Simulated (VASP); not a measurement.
# K: single point with PBE+D3(BJ)

Crystal: K.

```
K
1.0
     4.42210    0.00000    0.00000
    -2.21105    3.82965    0.00000
     0.00000    0.00000   14.38593
K
4
Direct
  0.00000 0.00000 0.00000
  0.33333 0.66667 0.75000
  0.00000 0.00000 0.50000
  0.66667 0.33333 0.25000
```

This isn't the form of K at room conditions, which is bcc.

```
Program                : VASP 6.6.1
Task                   : single point
Functional             : PBE
Dispersion             : D3(BJ)
Potentials or basis    : VASP PAW PBE potentials, release 64 (K_sv)
Cutoff                 : 520 eV
k mesh                 : 12 × 12 × 4
Occupations            : gaussian, width 0.1 eV
Spin                   : no spin polarisation
Dipole correction      : no
Further INCAR settings : ALGO = Fast; EDIFF = 1e-06; NBANDS = 26
```

| Quantity | Value |
| --- | --- |
| Pressure | 0.6 GPa |
| Band gap on the k mesh | zero (bands 18 and 19 overlap by 2.52 eV) |
| Dispersion energy per atom | -0.136 eV |

Levels at points of the mesh, in eV from the Fermi level:
```csv
k point,band 15,band 16,band 17,band 18,band 19,band 20,band 21,band 22
"(0.00, 0.00, 0.00)",-15.47,-15.47,-2.44,-1.61,-1.61,0.32,0.65,2.87
"(0.50, 0.00, 0.00)",-15.50,-15.49,0.16,0.23,0.59,0.61,0.90,1.00
"(0.00, 0.00, 0.50)",-15.48,-15.48,-2.22,-2.22,-0.67,-0.67,1.71,1.71
"(0.50, 0.00, 0.50)",-15.50,-15.50,0.28,0.28,0.40,0.40,1.22,1.22
```

Run time: 4.7 min on 1 thread of Intel(R) Xeon(R) Platinum 8488C (Sapphire Rapids), with other jobs on the host, peak memory 0.5 GiB.
